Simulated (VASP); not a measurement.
# CaS (Fm-3m) in VASP: relaxation of cell and atoms with PBEsol

Aim: the relaxation of cell and atoms of CaS with PBEsol.

All numbers are computed with VASP 6.6.1; they aren't measurements. Logs are shortened: lines on timing, memory, paths and dates and some standing lists are left out, and cuts for length are marked.

### Step 1. The cell of the first run

Symmetry: Fm-3m, No. 225, cubic system. Conventional cell: a = 5.686 Å, b = 5.686 Å, c = 5.686 Å, α = 90.00°, β = 90.00°, γ = 90.00°. Within 3.7 Å of Ca (site symmetry m-3m) lie 6 S at 2.84 Å. S (site symmetry m-3m) has 6 Ca at 2.84 Å within 3.7 Å.

### Step 2. Relaxation of cell and atoms, PBEsol

Input file INCAR:

```
ALGO     = Normal         # electronic algorithm
EDIFF    = 1E-7           # SCF threshold, eV
EDIFFG   = -0.002         # ionic threshold
ENCUT    = 500            # plane-wave cutoff, eV
GGA      = PS             # functional
GGA_COMPAT= False        
IBRION   = 2              # ionic algorithm
ISIF     = 3              # what is computed and relaxed
ISMEAR   = -1             # smearing method
LASPH    = True           # aspherical terms in the spheres
LCHARG   = False          # write CHGCAR
LREAL    = False          # projectors in reciprocal space
LWAVE    = False          # write WAVECAR
NELM     = 120            # most SCF steps
NELMIN   = 4            
NSW      = 100            # ionic steps
PREC     = Accurate       # precision mode
SIGMA    = 0.08           # smearing width, eV
```

Input file KPOINTS:

```
k-points
0
Gamma
  12 12 12
```

Input file POSCAR:

```
CaS
1.0
    2.8430000000      2.8430000000      0.0000000000
   -2.8430000000      2.8430000000      0.0000000000
    0.0000000000      2.8430000000      2.8430000000
Ca S
1 1
Direct
    0.0000000000      0.0000000000      0.0000000000
    0.5000000000      0.5000000000      0.0000000000
```

Potentials or basis: VASP PAW PBE potentials, release 64 (Ca_sv, S).

On the command line:

```bash
$ cat potpaw_PBE.64/Ca_sv/POTCAR potpaw_PBE.64/S/POTCAR > POTCAR
$ mpirun -np 1 vasp_std > vasp.out
```

OUTCAR:

```text
EDIFF = 1E-7
   EDIFFG = -0.002
   ENCUT = 500
   GGA = PS
   IBRION = 2
   ISIF = 3
   ISMEAR = -1
   LASPH = True
   LREAL = False
   NELM = 120
   NELMIN = 4
   NSW = 100
   PREC = Accurate

 ion  position               nearest neighbor table
   1  0.000  0.000  0.000-   2 2.84   2 2.84   2 2.84   2 2.84   2 2.84   2 2.84
   2  0.500  0.500  0.000-   1 2.84   1 2.84   1 2.84   1 2.84   1 2.84   1 2.84

  LATTYP: Found a face centered cubic cell.
 ALAT       =     5.6860000000

  Lattice vectors:

 A1 = (   0.0000000000,   2.8430000000,   2.8430000000)
 A2 = (   2.8430000000,   0.0000000000,   2.8430000000)
 A3 = (   2.8430000000,   2.8430000000,   0.0000000000)

Analysis of symmetry for initial positions (statically):
=====================================================================
 Subroutine PRICEL returns:
 Original cell was already a primitive cell.

 Routine SETGRP: Setting up the symmetry group for a
 face centered cubic supercell.

 Subroutine GETGRP returns: Found 48 space group operations
 (whereof 48 operations were pure point group operations)
 out of a pool of 48 trial point group operations.

The static configuration has the point symmetry O_h .

Analysis of symmetry for dynamics (positions and initial velocities):
=====================================================================
 Subroutine PRICEL returns:
 Original cell was already a primitive cell.

 Routine SETGRP: Setting up the symmetry group for a
 face centered cubic supercell.

 Subroutine GETGRP returns: Found 48 space group operations
 (whereof 48 operations were pure point group operations)
 out of a pool of 48 trial point group operations.

The dynamic configuration has the point symmetry O_h .

 Subroutine INISYM returns: Found 48 space group operations
 (whereof 48 operations are pure point group operations),
 and found     1 'primitive' translations

----------------------------------------------------------------------------------------

                                     Primitive cell

  volume of cell :      45.9579

  direct lattice vectors                    reciprocal lattice vectors
     2.843000000  2.843000000  0.000000000     0.175870559  0.175870559 -0.175870559
    -2.843000000  2.843000000  0.000000000    -0.175870559  0.175870559 -0.175870559
     0.000000000  2.843000000  2.843000000     0.000000000  0.000000000  0.351741119

  length of vectors
     4.020609158  4.020609158  4.020609158     0.304616744  0.304616744  0.351741119

  position of ions in fractional coordinates (direct lattice)
     0.000000000  0.000000000  0.000000000
     0.500000000  0.500000000  0.000000000

  ion indices of the primitive-cell ions
   primitive index   ion index
                 1           1
                 2           2

----------------------------------------------------------------------------------------

 KPOINTS: k-points

Automatic generation of k-mesh.
 Grid dimensions read from file:
 generate k-points for:   12   12   12

 Generating k-lattice:

  Cartesian coordinates                     Fractional coordinates (reciprocal lattice)
     0.014655880  0.014655880 -0.014655880     0.083333333  0.000000000  0.000000000
    -0.014655880  0.014655880 -0.014655880     0.000000000  0.083333333  0.000000000
     0.000000000  0.000000000  0.029311760     0.000000000  0.000000000  0.083333333

  Length of vectors
     0.025384729  0.025384729  0.029311760

  Shift w.r.t. Gamma in fractional coordinates (k-lattice)
     0.000000000  0.000000000  0.000000000

 Subroutine IBZKPT returns following result:
 ===========================================

 Found     72 irreducible k-points:

 Following reciprocal coordinates:
            Coordinates               Weight
  0.000000  0.000000  0.000000      1.000000
  0.083333  0.000000  0.000000      8.000000
  0.166667  0.000000  0.000000      8.000000
  0.250000  0.000000  0.000000      8.000000
  0.333333  0.000000  0.000000      8.000000
  0.416667  0.000000  0.000000      8.000000
[... 16 lines left out ...]
  0.500000  0.166667  0.000000     24.000000
 -0.416667  0.166667  0.000000     24.000000
 [... further k-points ...]
   k-points           NKPTS =     72   k-points in BZ     NKDIM =     72   number of bands    NBANDS=     12
   number of dos      NEDOS =    301   number of ions     NIONS =      2
   total plane-waves  NPLWV =  27000
   dimension x,y,z NGX =    30 NGY =   30 NGZ =   30
   dimension x,y,z NGXF=    60 NGYF=   60 NGZF=   60
   ions per type =               1   1
   NGX,Y,Z   is equivalent  to a cutoff of  12.40, 12.40, 12.40 a.u.
   NGXF,Y,Z  is equivalent  to a cutoff of  24.81, 24.81, 24.81 a.u.
 SYSTEM =  unknown system
   PREC   = accura    normal or accurate (medium, high low for compatibility)
   ISTART =      0    job   : 0-new  1-cont  2-samecut
   ICHARG =      2    charge: 1-file 2-atom 10-const
   ISPIN  =      1    spin polarized calculation?
   LNONCOLLINEAR =      F non collinear calculations
   LSORBIT =      F    spin-orbit coupling
   LASPH  =      T    aspherical Exc in radial PAW
   ENCUT  =  500.0 eV  36.75 Ry    6.06 a.u.   7.33  7.33  7.33*2*pi/ulx,y,z
   NELM   =    120;   NELMIN=  4; NELMDL= -5     # of ELM steps
   EDIFF  = 0.1E-06   stopping-criterion for ELM
   LREAL  =      F    real-space projection
   EDIFFG = -.2E-02   stopping-criterion for IOM
   NSW    =    100    number of steps for IOM
   IBRION =      2    ionic relax: 0-MD 1-quasi-New 2-CG
   NFREE  =      1    steps in history (QN), initial steepest desc. (CG)
   ISIF   =      3    stress and relaxation
   ISYM   =      2    0-nonsym 1-usesym 2-fastsym
   POTIM  = 0.5000    time-step for ionic-motion
   TEBEG  =    0.0;   TEEND  =   0.0 temperature during run
   PSTRESS=    0.0 pullay stress
   NELECT =      16.0000    total number of electrons
   NUPDOWN=      -1.0000    fix difference up-down
   EMIN   =  10.00;   EMAX   =-10.00  energy-range for DOS
   EFERMI =   0.00;   METHOD = LEGACY
   ISMEAR =    -1;   SIGMA  =   0.08  broadening in eV -4-tet -1-fermi 0-gaus
   EFERMI_NEDOS =   21; number of points for ismear=-14 and -15
   IALGO  =     38    algorithm
   IMIX   =      4    mixing-type and parameters
     AMIX     =   0.40;   BMIX     =  1.00
     AMIX_MAG =   1.60;   BMIX_MAG =  1.00
  volume/ion in A,a.u.               =      22.98       155.07
  Fermi-wavevector in a.u.,A,eV,Ry     =   1.151670  2.176340 18.045996  1.326343
  Thomas-Fermi vector in A             =   2.288326
   LORBIT       =      0    0 simple, 1 ext, 2 COOP (PROOUT), +10 PAW based schemes
   GGA     = PS    functional components
   LHFCALC =     F    Hartree Fock is set to
   AEXX    =    0.0000 exact exchange contribution
   IVDW    =     0    specifies the selected vdW correction
   LEPSILON=     F    determine dielectric tensor
   LRPA    =     F    only Hartree local field effects (RPA)
 conjugate gradient relaxation of ions
 non-spin polarized calculation
  energy-cutoff  :      500.00
  volume of cell :       45.96
 maximum number of plane-waves:      1211
 NGX is ok and might be reduce to    30
   NGX = 15   NGY = 15   NGZ = 15

--------------------------------------- Ionic step        1  -------------------------------------------

 number of electron      16.0000004 magnetization

 Free energy of the ion-electron system (eV)
  ---------------------------------------------------
  ext. energy  EPLUGINS =         0.00000000
  ---------------------------------------------------
  free energy    TOTEN  =       -10.91139837 eV

  energy without entropy =      -10.91139834  energy(sigma->0) =      -10.91139835

------------------------ aborting loop because EDIFF is reached ----------------------------------------

  FORCE on cell =-STRESS in cart. coord.  units (eV):
  Direction    XX          YY          ZZ          XY          YZ          ZX
  --------------------------------------------------------------------------------------
  -------------------------------------------------------------------------------------
  Total       -0.4190829     -0.4190829     -0.4190829      0.0000000      0.0000000      0.0000000
  in kB      -14.6099907    -14.6099907    -14.6099907      0.0000000      0.0000000      0.0000000
  external PRESSURE =     -14.6099907 kB  Pullay stress =       0.0000000 kB
[... 57 lines left out ...]
  energy  without entropy=      -10.9164083868  energy(sigma->0) =      -10.91640841

--------------------------------------- Ionic step        3  -------------------------------------------

 number of electron      16.0000000 magnetization

 Free energy of the ion-electron system (eV)
  ---------------------------------------------------
  ext. energy  EPLUGINS =         0.00000000
  ---------------------------------------------------
  free energy    TOTEN  =       -10.91667505 eV

  energy without entropy =      -10.91667502  energy(sigma->0) =      -10.91667503

 E-fermi :   3.9700     XC(G=0):  -9.6357

 val. band max:        2.8634618911   @ k =   0.0000   0.0000   0.0000
 cond. band min:       5.0239629705   @ k =   0.5000   0.5000   0.0000
 fundamental gap:      2.1605010794
 Fermi energy:         3.9700209590

 k-point     1 :       0.0000    0.0000    0.0000
  band No.  band energies     occupation
      1     -36.0313      2.00000
      2     -17.0974      2.00000
      3     -17.0974      2.00000
      4     -17.0974      2.00000
      5      -8.5673      2.00000
      6       2.8635      2.00000
      7       2.8635      2.00000
      8       2.8635      2.00000
      9       6.9403      0.00000
     10       6.9403      0.00000
     11       6.9403      0.00000
     12       7.0185      0.00000
[... 331 lines left out ...]
 k-point    24 :      -0.4167    0.1667    0.0000
  band No.  band energies     occupation
      1     -36.0181      2.00000
      2     -17.2485      2.00000
      3     -17.1290      2.00000
      4     -17.1245      2.00000
      5      -7.8433      2.00000
      6       0.2015      2.00000
      7       1.5789      2.00000
      8       1.8783      2.00000
      9       6.7859      0.00000
     10       9.0002      0.00000
     11       9.0062      0.00000
     12       9.3505      0.00000

 [... further k-points ...]

------------------------ aborting loop because EDIFF is reached ----------------------------------------

  FORCE on cell =-STRESS in cart. coord.  units (eV):
  Direction    XX          YY          ZZ          XY          YZ          ZX
  --------------------------------------------------------------------------------------
  -------------------------------------------------------------------------------------
  Total        0.0006868      0.0006868      0.0006868      0.0000000      0.0000000     -0.0000000
  in kB        0.0245491      0.0245491      0.0245491      0.0000000      0.0000000     -0.0000000
  external PRESSURE =       0.0245491 kB  Pullay stress =       0.0000000 kB
[... 17 lines left out ...]
  FREE ENERGIE OF THE ION-ELECTRON SYSTEM (eV)
  ---------------------------------------------------
  free  energy   TOTEN  =       -10.9166750521 eV

  energy  without entropy=      -10.9166750159  energy(sigma->0) =      -10.91667503

 reached required accuracy - stopping structural energy minimisation
```

Run time: 82 s. Hardware: 1 thread of Intel Xeon Platinum 8259CL at 2.50GHz (Skylake/Cascade Lake), shared host; peak memory 0.2 GiB.

What came out:

```
Free energy                           : -10.9167 eV
Relaxed volume                        : 22.41 Å³/atom
Relaxed cell                          : a = 3.987 Å, b = 3.987 Å, c = 3.987 Å, α = 60.00°, β = 60.00°, γ = 90.00°
Space group after relaxing (to 0.1 Å) : Fm-3m (No. 225)
Energy gained by relaxing             : 2.6 meV/atom
Ionic steps                           : 3
Pressure after relaxing               : 0.0 GPa
Band gap on the k mesh                : 2.16 eV (least direct gap 3.00 eV)
```

The path:
```
step  energy change (eV)  largest force (eV/Å)  pressure (GPa)  volume (Å³)
   1              0.0000                0.0000           -1.46        45.96
   2             -0.0050                0.0000            0.35        44.58
   3             -0.0053                0.0000            0.00        44.83
```

Final structure:
```xyz
2
Lattice="2.8194 2.8194 0.0000 -2.8194 2.8194 0.0000 0.0000 2.8194 2.8194" Properties=species:S:1:pos:R:3 pbc="T T T"
Ca    0.0000    0.0000    0.0000
S     0.0000    5.6389    2.8194
```

Caveat: the PAW data sets were made with another functional, which shifts forces and pressure a little. A k mesh can miss the band edges.
